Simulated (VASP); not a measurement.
# Si32PC30 (a cell with a defect) in VASP: a series of runs, part 4 of 4

VASP 6.6.1. Earlier steps stand in the parts before.

### Step 6. Single point, PBE, collinear spin, zero start

INCAR reads:

```
SYSTEM = Si32PC30
PREC = Accurate ; ENCUT = 520
EDIFF = 1E-6 ; ISMEAR = 0
SIGMA = 0.05 ; LREAL = Auto
LASPH = .TRUE. ; NELM = 150
ALGO = Normal ; ISIF = 2
LWAVE = .FALSE. ; LCHARG = .TRUE.
ISPIN = 2 ; MAGMOM = 0 0 0 0 0 0 0 0 0 0 0 0 0 0 0 0 0 0 0 0 0 0 0 0 0 0 0 0 0 0 0 0 0 0 0 0 0 0 0 0 0 0 0 0 0 0 0 0 0 0 0 0 0 0 0 0 0 0 0 0 0 0 0
LORBIT = 11 ; GGA = PE
LELF = .TRUE. ; LVHAR = .TRUE.
NBANDS = 168
```

KPOINTS reads:

```
Automatic mesh
0
G
  1 1 1
  0 0 0
```

POSCAR reads:

```
Si32PC30
1.0
    8.7079860000      0.0000000000      0.0000000000
    0.0000000000      8.7079860000      0.0000000000
    0.0000000000      0.0000000000      8.7079860000
Si C P
32 30 1
Direct
    0.6356519177      0.1137220478      0.1214128043
    0.8730557215      0.3739622457      0.1258281766
    0.8761748124      0.1211191658      0.3764604123
    0.1249459978      0.1254007528      0.1220379776
    0.3313976389      0.4179640390      0.0506483359
    0.6239699972      0.6244177471      0.1220380924
    0.8800726138      0.8692903273      0.1219954878
    0.3706725068      0.1231888751      0.3876517486
    0.6260632481      0.3786608063      0.3875629795
    0.8777672587      0.6227266557      0.3746976626
    0.6257618007      0.1236078009      0.6262203453
    0.8745492930      0.3729842928      0.6222871741
    0.8729353722      0.1222555939      0.8764704031
    0.1313381762      0.6180372821      0.1070753903
    0.3754147055      0.8763113537      0.1258294398
    0.1173096741      0.3540405324      0.3914096784
    0.3952981780      0.6320615352      0.3913863665
    0.6282575558      0.8731742334      0.3764606420
    0.1200311989      0.1138739773      0.6330030848
    0.3761868703      0.3731865210      0.6347145023
    0.6354868967      0.6293241629      0.6330048073
    0.8765711153      0.8727915961      0.6246999019
    0.3758464931      0.1197424984      0.8720069141
    0.6296230839      0.3735141513      0.8720005981
    0.8746377176      0.6249408302      0.8753722158
    0.1266375486      0.8716022281      0.3746962845
    0.1251528195      0.6242087436      0.6244454229
    0.3763741696      0.8747912548      0.6223072706
    0.1135148816      0.3734217074      0.8666697443
    0.3759450233      0.6358454182      0.8666700888
    0.6271109072      0.8764337701      0.8764710922
    0.1244247522      0.8747282093      0.8753737087
    0.4996254013      0.0003509422      0.0019686527
    0.7490196930      0.2497451190      0.0019632553
    0.7560423271     -0.0066805344      0.2515735556
   -0.0001774233     -0.0010034467     -0.0000343363
    0.2406516271      0.2423535132     -0.0173382226
    0.5070131027      0.5087086727     -0.0173485580
    0.7503687994      0.7495446134     -0.0000396188
    0.2526670346      0.0046737558      0.2505921576
    0.7447029658      0.4967108353      0.2505881383
    0.5025463982     -0.0000462794      0.4987743435
    0.7493706352      0.2468350317      0.4987519502
    0.7511870139     -0.0018185606      0.7496809251
   -0.0070023080      0.4964230535     -0.0025383596
    0.2529510268      0.7563739767     -0.0025393932
   -0.0012054452      0.2481811523      0.2493453710
    0.5011890235      0.7505769991      0.2493470936
    0.0008540436     -0.0045074716      0.4992901918
    0.2471408429      0.2404313695      0.5204914202
    0.5089220401      0.5022350748      0.5205052006
    0.7538750062      0.7485020072      0.4992959336
    0.2510773444     -0.0076914455      0.7496075442
    0.5025575374      0.2467998915      0.7527052754
    0.7570605878      0.4982850225      0.7496088074
    0.0085265410      0.7408499508      0.2463484668
    0.0028223518      0.4975780852      0.4991435448
    0.2517812959      0.7465434602      0.4991452673
   -0.0078752998      0.2453334215      0.7470113066
    0.2480583915      0.5013021381      0.7510533434
    0.5040357208      0.7572414563      0.7470206084
    0.0004810527      0.7488861374      0.7502504023
    0.3439876913      0.4054652821      0.2852000451
```

Potentials or basis: VASP PAW PBE potentials, release 64 (Si, C, P).

The run is started by

```
$ cat potpaw_PBE.64/Si/POTCAR potpaw_PBE.64/C/POTCAR potpaw_PBE.64/P/POTCAR > POTCAR
$ mpirun -np 1 vasp_gam > vasp.out
```

OUTCAR:

```text
SYSTEM = Si32PC30
   PREC = Accurate
   ENCUT = 520
   EDIFF = 1E-6
   ISMEAR = 0
   LREAL = Auto
   LASPH = .TRUE.
   NELM = 150
   ISIF = 2
   ISPIN = 2
   LORBIT = 11
   GGA = PE

 ion  position               nearest neighbor table
   1  0.636  0.114  0.121-  34 1.86  33 1.86  35 1.87  13 2.97  31 2.97   7 3.01   3 3.05  18 3.05
                             2 3.07  15 3.07  24 3.14  23 3.14
   2  0.873  0.374  0.126-  45 1.86  34 1.87  47 1.89  41 1.89  24 3.06  10 3.06   1 3.07   6 3.08
                            29 3.08   4 3.08  13 3.09  25 3.09  14 3.10   3 3.10   9 3.13  16 3.15
   3  0.876  0.121  0.376-  35 1.87  49 1.88  43 1.88  47 1.89  16 2.92  18 3.05   1 3.05  22 3.06
                            12 3.06  26 3.08  11 3.08  19 3.08   4 3.10   2 3.10   7 3.12   9 3.13
   4  0.125  0.125  0.122-  37 1.88  36 1.88  47 1.89  40 1.90  32 3.06  13 3.06  15 3.08  16 3.08
                             2 3.08  23 3.08   7 3.09   3 3.10  29 3.10  26 3.12
   5  0.331  0.418  0.051-  37 1.82  38 1.82  63 2.05  14 2.51  30 2.51  29 2.51  23 3.05  24 3.05

   6  0.624  0.624  0.122-  38 1.88  39 1.88  48 1.89  41 1.90  25 3.06  31 3.06   2 3.08  17 3.08
                            15 3.08  24 3.08   7 3.09  18 3.10  30 3.10  10 3.12
   7  0.880  0.869  0.122-  39 1.87  36 1.87  35 1.90  56 1.92   1 3.01  25 3.02  32 3.02  31 3.07
                            13 3.07  26 3.07  10 3.07   6 3.09   4 3.09  14 3.10  18 3.12   3 3.12
   8  0.371  0.123  0.388-  42 1.85  50 1.88  40 1.88  63 2.63  28 2.98  16 2.98  11 3.04  26 3.05
                            19 3.06  20 3.06  18 3.13  15 3.13   9 3.15
   9  0.626  0.379  0.388-  43 1.85  51 1.88  41 1.88  63 2.62  12 2.98  17 2.98  11 3.04  10 3.06
                            21 3.06  20 3.06   3 3.13   2 3.13   8 3.15
  10  0.878  0.623  0.375-  52 1.88  57 1.88  56 1.90  41 1.93   9 3.06  27 3.06  12 3.06   2 3.06
                            26 3.06   7 3.07  18 3.08  22 3.08  21 3.08   6 3.12  16 3.14
  11  0.626  0.124  0.626-  54 1.87  44 1.88  43 1.88  42 1.88   8 3.04   9 3.04  24 3.05  23 3.05
                            13 3.06  31 3.06  12 3.07  28 3.07  20 3.07   3 3.08  18 3.08  22 3.09
  12  0.875  0.373  0.622-  59 1.86  55 1.86  43 1.88  57 1.89  16 2.92  29 2.98   9 2.98  24 3.05
                            21 3.05  10 3.06   3 3.06  11 3.07  27 3.09  13 3.11  19 3.11  25 3.11
  13  0.873  0.122  0.876-  59 1.87  44 1.87  36 1.88  34 1.90   1 2.97  19 3.02  31 3.03  29 3.03
                            24 3.05  11 3.06   4 3.06   7 3.07  32 3.07   2 3.09  22 3.09  12 3.11
[... 664 lines left out ...]

  FORCE on cell =-STRESS in cart. coord.  units (eV):
  Direction    XX          YY          ZZ          XY          YZ          ZX
  --------------------------------------------------------------------------------------
  -------------------------------------------------------------------------------------
  Total       23.8597841     23.9154776     43.9323346      5.2247496     -8.6210548      8.6143623
  in kB       57.8927160     58.0278492    106.5961940     12.6771871    -20.9178874     20.9016489
  external PRESSURE =      74.1722531 kB  Pullay stress =       0.0000000 kB

 VOLUME and BASIS-vectors are now :
 -----------------------------------------------------------------------------
  energy-cutoff  :      520.00
  volume of cell :      660.32
      direct lattice vectors                 reciprocal lattice vectors
     8.707986000  0.000000000  0.000000000     0.114837116  0.000000000  0.000000000
     0.000000000  8.707986000  0.000000000     0.000000000  0.114837116  0.000000000
     0.000000000  0.000000000  8.707986000     0.000000000  0.000000000  0.114837116

 POSITION                                       TOTAL-FORCE (eV/Angst)
 -----------------------------------------------------------------------------------
      5.53525      0.99029      1.05726        -0.030719      0.030407      0.044961
      7.60256      3.25646      1.09571        -0.015391     -0.019022      0.003549
      7.62972      1.05470      3.27821        -0.001401     -0.014909      0.003184
      1.08803      1.09199      1.06271        -0.005759      0.006928      0.014329
      2.88581      3.63963      0.44104        -0.004673      0.003880     -0.061427
      5.43352      5.43742      1.06271        -0.006638      0.008331      0.014932
[... 55 lines left out ...]
      0.00419      6.52129      6.53317         0.009147     -0.014153      0.002977
      2.99544      3.53079      2.48352        -0.473829      0.466383     -0.027230
 -----------------------------------------------------------------------------------
    total drift:                                0.003795     -0.017166      0.010308

  FREE ENERGIE OF THE ION-ELECTRON SYSTEM (eV)
  ---------------------------------------------------
  free  energy   TOTEN  =      -457.5793630420 eV

  energy  without entropy=     -457.5511535629  energy(sigma->0) =     -457.56525830

 total charge

# of ion       s       p       d       tot
------------------------------------------
    1        0.727   0.938   0.000   1.665
    2        0.697   0.976   0.000   1.674
    3        0.697   0.974   0.000   1.672
    4        0.696   0.965   0.000   1.661
    5        0.749   1.047   0.000   1.796
    6        0.696   0.965   0.000   1.661
[... 55 lines left out ...]
   62        0.837   1.723   0.000   2.560
   63        1.072   1.603   0.000   2.675
--------------------------------------------------
tot         48.811  84.375   0.000 133.186

 magnetization (x)

# of ion       s       p       d       tot
------------------------------------------
    1        0.000   0.000   0.000   0.000
    2        0.000   0.000   0.000   0.000
    3        0.000   0.000   0.000   0.000
    4        0.000   0.000   0.000   0.000
    5        0.000   0.000   0.000   0.000
    6        0.000   0.000   0.000   0.000
[... 55 lines left out ...]
   62       -0.000  -0.000   0.000  -0.000
   63        0.000   0.000   0.000   0.000
--------------------------------------------------
tot          0.000  -0.000   0.000  -0.000
```

OSZICAR:

```text
N       E                     dE             d eps       ncg     rms          rms(c)
DAV:   1     0.171197872839E+04    0.17120E+04   -0.13100E+05   672   0.145E+03
[... 14 lines left out ...]
DAV:  16    -0.457579947106E+03   -0.74618E-03   -0.22364E-03   784   0.923E-02    0.236E-01
DAV:  17    -0.457579418864E+03    0.52824E-03   -0.50904E-04   760   0.462E-02    0.153E-01
DAV:  18    -0.457579387399E+03    0.31464E-04   -0.14362E-04   792   0.251E-02    0.104E-01
DAV:  19    -0.457579356441E+03    0.30959E-04   -0.56072E-05   784   0.146E-02    0.604E-02
DAV:  20    -0.457579362055E+03   -0.56141E-05   -0.50116E-05   784   0.146E-02    0.124E-02
DAV:  21    -0.457579364024E+03   -0.19695E-05   -0.46175E-06   664   0.489E-03    0.663E-03
DAV:  22    -0.457579363042E+03    0.98239E-06   -0.22103E-06   592   0.297E-03
   1 F= -.45757936E+03 E0= -.45756526E+03  d E =-.282095E-01  mag=    -0.0001
```

Run time: 11 min. Hardware: 1 thread of Oxide Virtual Turin-like, shared host; peak memory 0.95 GiB.

What came out:

- Free energy: -457.5794 eV
- Pressure: 7.4 GPa
- Largest force: 0.665 eV/Å
- Net moment: 0.00 μB per cell
- Valence electrons inside the program's atomic spheres: Si 1.67, 1.66, 1.80, 1.62, 1.65, 1.68, 1.64, 1.71, 1.69 (each value once); C 2.56, 2.55, 2.57, 2.58, 2.52, 2.59, 2.50 (each value once); P 2.67

Forces on the atoms (eV/Å):
```
Si  -0.031  0.030  0.045
Si  -0.015 -0.019  0.004
Si  -0.001 -0.015  0.003
Si  -0.006  0.007  0.014
Si  -0.005  0.004 -0.061
Si  -0.007  0.008  0.015
Si   0.002  0.001  0.007
Si   0.117  0.041 -0.014
Si  -0.035 -0.116 -0.009
Si  -0.013 -0.025  0.012
Si   0.012 -0.012  0.018
Si   0.004 -0.005  0.006
Si   0.016 -0.010  0.001
Si  -0.034  0.032 -0.053
Si   0.019  0.013  0.002
Si  -0.029 -0.036 -0.003
Si   0.040  0.034 -0.001
Si   0.015  0.003  0.001
Si   0.036 -0.013 -0.021
Si   0.009 -0.010 -0.019
Si   0.014 -0.036 -0.020
Si   0.008 -0.010  0.003
Si   0.007 -0.008  0.006
Si   0.006 -0.009  0.004
Si   0.003 -0.011  0.003
Si   0.025  0.012  0.008
Si   0.008 -0.007 -0.020
Si   0.006 -0.002  0.007
Si   0.008 -0.004  0.005
Si   0.004 -0.008  0.005
Si   0.012 -0.015  0.002
Si   0.011 -0.003  0.003
C    0.011 -0.007 -0.001
C    0.006 -0.010 -0.006
C    0.015 -0.007  0.014
C    0.011 -0.006  0.008
C    0.004 -0.017  0.006
C    0.018 -0.003  0.021
C    0.013 -0.011  0.008
C    0.037  0.037  0.002
C   -0.049 -0.026 -0.001
C    0.034 -0.024  0.025
C    0.022 -0.030  0.027
C    0.017 -0.007  0.009
C   -0.011 -0.015  0.018
C    0.020  0.011  0.008
C   -0.041 -0.030  0.002
C    0.018  0.046  0.004
C    0.006 -0.002  0.004
C    0.037 -0.004 -0.032
C    0.018 -0.052 -0.034
C    0.007 -0.006  0.005
C    0.005 -0.010  0.012
C   -0.001 -0.004  0.006
C    0.010 -0.013  0.009
C    0.019 -0.014  0.010
C   -0.012 -0.015 -0.003
C    0.014  0.015  0.001
C    0.023 -0.023 -0.021
C   -0.001 -0.006 -0.011
C    0.009 -0.028 -0.018
C    0.009 -0.014  0.003
P   -0.474  0.466 -0.027
```

Stress tensor (GPa, compression positive):
```
 5.79  1.27  2.09
 1.27  5.80 -2.09
 2.09 -2.09 10.66
```

Levels at points of the mesh, in eV from the Fermi level:
Spin up:
```csv
k point,band 123,band 124,band 125,band 126,band 127,band 128,band 129,band 130
"(0.00, 0.00, 0.00)",-1.36,-1.33,-1.22,-0.68,0.00,0.33,0.60,0.77
```
Spin down:
```tsv
k point	band 123	band 124	band 125	band 126	band 127	band 128	band 129	band 130
(0.00, 0.00, 0.00)	-1.36	-1.33	-1.22	-0.68	0.00	0.33	0.60	0.77
```

Caveat: the k points lie up to 0.72 Å⁻¹ apart; no moment was typed at the start, so none could form.

### Step 7. The runs side by side

| cell | pressure (GPa) | moment (μB) | largest force (eV/Å) |
| --- | --- | --- | --- |
| as given, atomic positions A | 6.9 | 0.00 | 0.03 |
| as given, atomic positions B | 6.8 | 0.00 | 2.22 |
| as given, atomic positions C | 7.2 | 0.00 | 2.60 |
| as given, atomic positions D | 7.3 | 1.00 | 0.03 |
| as given, atomic positions E | 7.4 | 0.00 | 0.67 |

Alike in all rows: task single point; level PBE; potentials or basis VASP PAW PBE potentials, release 64 (Si, C, P); spin collinear, zero start; k mesh 1 × 1 × 1; cutoff (eV) 520; smearing gaussian 0.05 eV.

Caveats: all runs use coarse meshes; no moment was typed at the start, so none could form.

Absolute energies hang on the potentials; compare differences alone.
